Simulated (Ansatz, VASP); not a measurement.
**Two plane-wave programs on CoO**

The input INCAR:

```
SYSTEM = CoO
PREC = Accurate ; ENCUT = 520
EDIFF = 1E-7 ; ISMEAR = 0
SIGMA = 0.01 ; LREAL = .FALSE.
LASPH = .TRUE. ; NELM = 150
ALGO = Normal ; ISIF = 2
LWAVE = .FALSE. ; LCHARG = .FALSE.
ISPIN = 2 ; MAGMOM = -2.32 2.32 0.17 -0.17
LORBIT = 11 ; LMAXMIX = 4
GGA = PE ; NBANDS = 27
```

KPOINTS

```
regular mesh
0
G
  12 12 8
  0 0 0
```

The input POSCAR:

```
CoO
1.0
    3.1673863586      0.0000000000      0.0000000000
   -1.5836931793      2.7430370502      0.0000000000
    0.0000000000      0.0000000000      5.2885020630
Co O
2 2
Direct
    0.0000000000      0.0000000000      0.0071360796
    0.3333333333      0.6666666667      0.5071361012
    0.0000000000      0.0000000000      0.3678642996
    0.3333333333      0.6666666667      0.8678645196
```

Input for Ansatz:

```yaml
crystal:
  lattice:
    - [3.1673863734, 0.0, 0.0]
    - [-1.5836931867, 2.743037063, 0.0]
    - [0.0, 0.0, 5.2885020452]
  atoms:
    - { symbol: Co, position: [0.0, 0.0, 0.0071360799], spin: -2.32 }
    - { symbol: Co, position: [0.3333333333, 0.6666666667, 0.5071360996], spin: 2.32 }
    - { symbol: O, position: [0.0, 0.0, 0.367864301], spin: 0.17 }
    - { symbol: O, position: [0.3333333333, 0.6666666667, 0.8678645195], spin: -0.17 }
basis:
  ecutwfc: 420
kpoints:
  mp_grid: { grid: [12, 12, 8] }
  band_path: { path: [VBM, CBM], npoints: 2 }
hamiltonian:
  xc: pbe
scf:
  occupations: { method: gaussian, width: 0.01 }
output:
  forces: true
  stress: true
  eigenvalues: true
  populations: true
magnetization:
  spin_polarized: true
checkpoint:
  read: start.run
  write: ck
  compress: false
  write_wavefunctions: false
  write_every: 100000
```

Alike in both runs: task single point; functional PBE; k mesh 12 × 12 × 8; occupations gaussian, width 0.01 eV; collinear spin.

|  | VASP | Ansatz |
| --- | --- | --- |
| version | VASP 6.6.1 | Ansatz 0.2.0 |
| potentials or method | VASP PAW PBE potentials, release 64 (Co, O), cutoff 520 eV | scalar-relativistic, plane waves, PAW |
| valence electrons in the cell | 30 | 46 |

|  | VASP | Ansatz | Ansatz less VASP |
| --- | --- | --- | --- |
| gap on the k mesh at the Fermi level (eV) | 0.14 | 0.15 | +0.003 |
| least direct gap on the mesh (eV) | 0.23 | 0.22 | -0.011 |
| net moment per atom (μB) | 0.00 | 0.00 | 0.000 |
| size of the moment on the site where the two differ most (μB) | 2.28 | 2.11 | -0.166 |

Site moments also hang on the region over which each program counts them. With one functional, cell and mesh, what is left measures potentials, basis and numerics. VASP's potentials hold 30 valence electrons a cell and Ansatz's 46, so a difference there can come from the potentials and not from the codes. Ansatz's warnings: stability check not made.
